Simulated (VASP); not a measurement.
# Ti (Fm-3m) in VASP: notebook

Ti is run at these levels: r2SCAN; tasks: single point.

All numbers are computed with VASP 6.6.1; they aren't measurements. Logs are shortened: lines on timing, memory, paths and dates and some standing lists are left out, and cuts for length are marked.

## Step 1: The cell of the first run

The structure is cubic, space group Fm-3m (No. 225). The conventional cell has a = 3.735 Å, b = 3.735 Å, c = 3.735 Å, α = 90.00°, β = 90.00°, γ = 90.00°. Within 3.5 Å of Ti (site symmetry m-3m) lie 12 Ti at 2.64 Å.

## Step 2: Single point, r2SCAN (strain -0.080 along x and y, -0.080 along z)

POSCAR reads:

```
Ti
1.0
    0.0000000000      1.8676000000      1.8676000000
    1.8676000000      0.0000000000      1.8676000000
    1.8676000000      1.8676000000      0.0000000000
Ti
1
Direct
    0.0000000000      0.0000000000      0.0000000000
```

INCAR.step1 reads:

```
SYSTEM = Ti
PREC = Accurate
ENCUT = 520
ISMEAR = 0
SIGMA = 0.15
LREAL = .FALSE.
LASPH = .TRUE.
NELM = 60
NBANDS = 12
GGA = PE
ALGO = Normal
EDIFF = 1E-4
LWAVE = .TRUE.
LCHARG = .FALSE.
```

INCAR.step2 reads:

```
SYSTEM = Ti
PREC = Accurate
ENCUT = 520
EDIFF = 1E-6
ISMEAR = 0
SIGMA = 0.15
LREAL = .FALSE.
LASPH = .TRUE.
NELM = 60
ALGO = Normal
ISIF = 2
LWAVE = .FALSE.
LCHARG = .FALSE.
METAGGA = R2SCAN
LMIXTAU = .TRUE.
NBANDS = 12
ISTART = 1
```

KPOINTS reads:

```
Automatic mesh
0
G
  20 20 20
  0 0 0
```

Potentials or basis: VASP PAW PBE potentials, release 64 (Ti_sv).

Launch:

```bash
$ cat potpaw_PBE.64/Ti_sv/POTCAR > POTCAR
$ cp INCAR.step1 INCAR
$ mpirun -np 1 vasp_std > vasp.out
$ cp INCAR.step2 INCAR
$ mpirun -np 1 vasp_std > vasp.out
```

OUTCAR:

```text
SYSTEM = Ti
   PREC = Accurate
   ENCUT = 520
   EDIFF = 1E-6
   ISMEAR = 0
   LREAL = .FALSE.
   LASPH = .TRUE.
   NELM = 60
   ISIF = 2
   METAGGA = R2SCAN
   ISTART = 1

 ion  position               nearest neighbor table
   1  0.000  0.000  0.000-

  LATTYP: Found a face centered cubic cell.
 ALAT       =     3.7352000000

  Lattice vectors:

 A1 = (   0.0000000000,   1.8676000000,   1.8676000000)
 A2 = (   1.8676000000,   0.0000000000,   1.8676000000)
 A3 = (   1.8676000000,   1.8676000000,   0.0000000000)

Analysis of symmetry for initial positions (statically):
=====================================================================
 Subroutine PRICEL returns:
 Original cell was already a primitive cell.

 Routine SETGRP: Setting up the symmetry group for a
 face centered cubic supercell.

 Subroutine GETGRP returns: Found 48 space group operations
 (whereof 48 operations were pure point group operations)
 out of a pool of 48 trial point group operations.

The static configuration has the point symmetry O_h .

Analysis of symmetry for dynamics (positions and initial velocities):
=====================================================================
 Subroutine PRICEL returns:
 Original cell was already a primitive cell.

 Routine SETGRP: Setting up the symmetry group for a
 face centered cubic supercell.

 Subroutine GETGRP returns: Found 48 space group operations
 (whereof 48 operations were pure point group operations)
 out of a pool of 48 trial point group operations.

The dynamic configuration has the point symmetry O_h .

 Subroutine INISYM returns: Found 48 space group operations
 (whereof 48 operations are pure point group operations),
 and found     1 'primitive' translations

----------------------------------------------------------------------------------------

                                     Primitive cell

  volume of cell :      13.0281

  direct lattice vectors                    reciprocal lattice vectors
     0.000000000  1.867600000  1.867600000    -0.267723281  0.267723281  0.267723281
     1.867600000  0.000000000  1.867600000     0.267723281 -0.267723281  0.267723281
     1.867600000  1.867600000  0.000000000     0.267723281  0.267723281 -0.267723281

  length of vectors
     2.641185249  2.641185249  2.641185249     0.463710325  0.463710325  0.463710325

  position of ions in fractional coordinates (direct lattice)
     0.000000000  0.000000000  0.000000000

  ion indices of the primitive-cell ions
   primitive index   ion index
                 1           1

----------------------------------------------------------------------------------------

 KPOINTS: Automatic mesh

Automatic generation of k-mesh.
 Grid dimensions read from file:
 generate k-points for:   20   20   20

 Generating k-lattice:

  Cartesian coordinates                     Fractional coordinates (reciprocal lattice)
    -0.013386164  0.013386164  0.013386164     0.050000000  0.000000000  0.000000000
     0.013386164 -0.013386164  0.013386164     0.000000000  0.050000000  0.000000000
     0.013386164  0.013386164 -0.013386164     0.000000000  0.000000000  0.050000000

  Length of vectors
     0.023185516  0.023185516  0.023185516

  Shift w.r.t. Gamma in fractional coordinates (k-lattice)
     0.000000000  0.000000000  0.000000000

 Subroutine IBZKPT returns following result:
 ===========================================

 Found    256 irreducible k-points:

 Following reciprocal coordinates:
            Coordinates               Weight
  0.000000  0.000000  0.000000      1.000000
  0.050000  0.000000  0.000000      8.000000
  0.100000  0.000000  0.000000      8.000000
  0.150000  0.000000  0.000000      8.000000
  0.200000  0.000000  0.000000      8.000000
  0.250000  0.000000  0.000000      8.000000
[... 16 lines left out ...]
 -0.400000  0.050000  0.000000     24.000000
 -0.350000  0.050000  0.000000     24.000000
 [... further k-points ...]
   k-points           NKPTS =    256   k-points in BZ     NKDIM =    256   number of bands    NBANDS=     12
   number of dos      NEDOS =    301   number of ions     NIONS =      1
   total plane-waves  NPLWV =   8000
   dimension x,y,z NGX =    20 NGY =   20 NGZ =   20
   dimension x,y,z NGXF=    40 NGYF=   40 NGZF=   40
   ions per type =               1
   NGX,Y,Z   is equivalent  to a cutoff of  12.59, 12.59, 12.59 a.u.
   NGXF,Y,Z  is equivalent  to a cutoff of  25.18, 25.18, 25.18 a.u.
 SYSTEM =  Ti
   PREC   = accura    normal or accurate (medium, high low for compatibility)
   ISTART =      1    job   : 0-new  1-cont  2-samecut
   ICHARG =      0    charge: 1-file 2-atom 10-const
   ISPIN  =      1    spin polarized calculation?
   LNONCOLLINEAR =      F non collinear calculations
   LSORBIT =      F    spin-orbit coupling
   LASPH  =      T    aspherical Exc in radial PAW
   ENCUT  =  520.0 eV  38.22 Ry    6.18 a.u.   4.91  4.91  4.91*2*pi/ulx,y,z
   NELM   =     60;   NELMIN=  2; NELMDL=  0     # of ELM steps
   EDIFF  = 0.1E-05   stopping-criterion for ELM
   LREAL  =      F    real-space projection
   EDIFFG = 0.1E-04   stopping-criterion for IOM
   NSW    =      0    number of steps for IOM
   IBRION =     -1    ionic relax: 0-MD 1-quasi-New 2-CG
   NFREE  =      0    steps in history (QN), initial steepest desc. (CG)
   ISIF   =      2    stress and relaxation
   ISYM   =      2    0-nonsym 1-usesym 2-fastsym
   POTIM  = 0.5000    time-step for ionic-motion
   TEBEG  =    0.0;   TEEND  =   0.0 temperature during run
   PSTRESS=    0.0 pullay stress
   NELECT =      12.0000    total number of electrons
   NUPDOWN=      -1.0000    fix difference up-down
   EMIN   =  10.00;   EMAX   =-10.00  energy-range for DOS
   EFERMI =   0.00;   METHOD = LEGACY
   ISMEAR =     0;   SIGMA  =   0.15  broadening in eV -4-tet -1-fermi 0-gaus
   EFERMI_NEDOS =   21; number of points for ismear=-14 and -15
   IALGO  =     38    algorithm
   IMIX   =      4    mixing-type and parameters
     AMIX     =   0.40;   BMIX     =  1.00
     AMIX_MAG =   1.60;   BMIX_MAG =  1.00
  volume/ion in A,a.u.               =      13.03        87.92
  Fermi-wavevector in a.u.,A,eV,Ry     =   1.592849  3.010049 34.520283  2.537169
  Thomas-Fermi vector in A             =   2.691171
   LORBIT       =      0    0 simple, 1 ext, 2 COOP (PROOUT), +10 PAW based schemes
   METAGGA = R2SCAN    functional components
   LHFCALC =     F    Hartree Fock is set to
   AEXX    =    0.0000 exact exchange contribution
   IVDW    =     0    specifies the selected vdW correction
   LEPSILON=     F    determine dielectric tensor
   LRPA    =     F    only Hartree local field effects (RPA)
 non-spin polarized calculation
 Gauss-broadening in eV      SIGMA  =   0.15
  energy-cutoff  :      520.00
  volume of cell :       13.03
 maximum number of plane-waves:       360
   NGX =  9   NGY =  9   NGZ =  9

 number of electron      12.0000005 magnetization

 Free energy of the ion-electron system (eV)
  ---------------------------------------------------
  ext. energy  EPLUGINS =         0.00000000
  ---------------------------------------------------
  free energy    TOTEN  =       -12.31178317 eV

  energy without entropy =      -12.29967122  energy(sigma->0) =      -12.30572720

 E-fermi :  11.7187     XC(G=0): -13.9704

 val. band max:       11.7128796906   @ k =  -0.3000   0.2000   0.0000
 cond. band min:      11.7329027525   @ k =   0.2500   0.0000   0.0000
 fundamental gap:      0.0200230619
 Fermi energy:        11.7187112912

 k-point     1 :       0.0000    0.0000    0.0000
  band No.  band energies     occupation
      1     -46.9446      2.00000
      2     -21.1996      2.00000
      3     -21.1996      2.00000
      4     -21.1996      2.00000
      5       4.8204      2.00000
      6      12.8366      0.00000
      7      12.8366      0.00000
      8      12.8366      0.00000
      9      15.4039      0.00000
     10      15.4039      0.00000
     11      29.0596      0.00000
     12      35.5375      0.00000

 k-point     2 :       0.0500    0.0000    0.0000
  band No.  band energies     occupation
      1     -46.9353      2.00000
      2     -21.2440      2.00000
      3     -21.2046      2.00000
      4     -21.2046      2.00000
      5       4.9326      2.00000
      6      12.7543      0.00000
      7      12.8810      0.00000
      8      12.8811      0.00000
      9      15.3693      0.00000
     10      15.3693      0.00000
     11      29.2144      0.00000
     12      34.7218      0.00000

 k-point     3 :       0.1000    0.0000    0.0000
  band No.  band energies     occupation
      1     -46.9081      2.00000
      2     -21.3719      2.00000
      3     -21.2191      2.00000
      4     -21.2190      2.00000
      5       5.2592      2.00000
      6      12.5302      0.00000
      7      13.0004      0.00000
      8      13.0004      0.00000
      9      15.2847      0.00000
     10      15.2847      0.00000
     11      29.6264      0.00000
     12      33.1643      0.00000
[... 286 lines left out ...]
 k-point    23 :      -0.4000    0.0500    0.0000
  band No.  band energies     occupation
      1     -46.5728      2.00000
      2     -22.7801      2.00000
      3     -21.4278      2.00000
      4     -21.3818      2.00000
      5       8.3183      2.00000
      6      12.4620      0.00000
      7      12.7984      0.00000
      8      12.8565      0.00000
      9      16.5405      0.00000
     10      17.0544      0.00000
     11      24.6901      0.00000
     12      28.8585      0.00000

 k-point    24 :      -0.3500    0.0500    0.0000
  band No.  band energies     occupation
      1     -46.6124      2.00000
      2     -22.6234      2.00000
      3     -21.4133      2.00000
      4     -21.3566      2.00000
      5       8.2055      2.00000
      6      12.1304      0.00010
      7      12.8093      0.00000
      8      12.9275      0.00000
      9      16.1145      0.00000
     10      16.7334      0.00000
     11      25.6756      0.00000
     12      29.3839      0.00000

 [... further k-points ...]
[... 5 lines left out ...]
  --------------------------------------------------------------------------------------
  -------------------------------------------------------------------------------------
  Total        4.1453234      4.1453234      4.1453234      0.0000000      0.0000000      0.0000000
  in kB      509.7854239    509.7854239    509.7854239      0.0000000      0.0000000      0.0000000
  external PRESSURE =     509.7854239 kB  Pullay stress =       0.0000000 kB

 VOLUME and BASIS-vectors are now :
 -----------------------------------------------------------------------------
  energy-cutoff  :      520.00
  volume of cell :       13.03
      direct lattice vectors                 reciprocal lattice vectors
     0.000000000  1.867600000  1.867600000    -0.267723281  0.267723281  0.267723281
     1.867600000  0.000000000  1.867600000     0.267723281 -0.267723281  0.267723281
     1.867600000  1.867600000  0.000000000     0.267723281  0.267723281 -0.267723281

 POSITION                                       TOTAL-FORCE (eV/Angst)
 -----------------------------------------------------------------------------------
      0.00000      0.00000      0.00000         0.000000      0.000000      0.000000
 -----------------------------------------------------------------------------------
    total drift:                                0.000000     -0.000000      0.000000

  FREE ENERGIE OF THE ION-ELECTRON SYSTEM (eV)
  ---------------------------------------------------
  free  energy   TOTEN  =       -12.3117831712 eV

  energy  without entropy=      -12.2996712198  energy(sigma->0) =      -12.30572720
```

It took 61 s on 1 thread of Intel Xeon 6975P-C (Granite Rapids), shared host; peak memory 0.15 GiB.

Results:

```yaml
Free_energy: -12.3118 eV
Pressure: 51.0 GPa
Band_gap_on_the_k_mesh: zero (band 6 reaches 12.84 eV, above the bottom of band 7 at 11.19 eV)
```

Caveat: the cell differs from its parent crystal (strain -0.080 along x and y, -0.080 along z); the PAW data sets were made with another functional, which shifts forces and pressure a little.

(Part 1 of 2 ends here.)
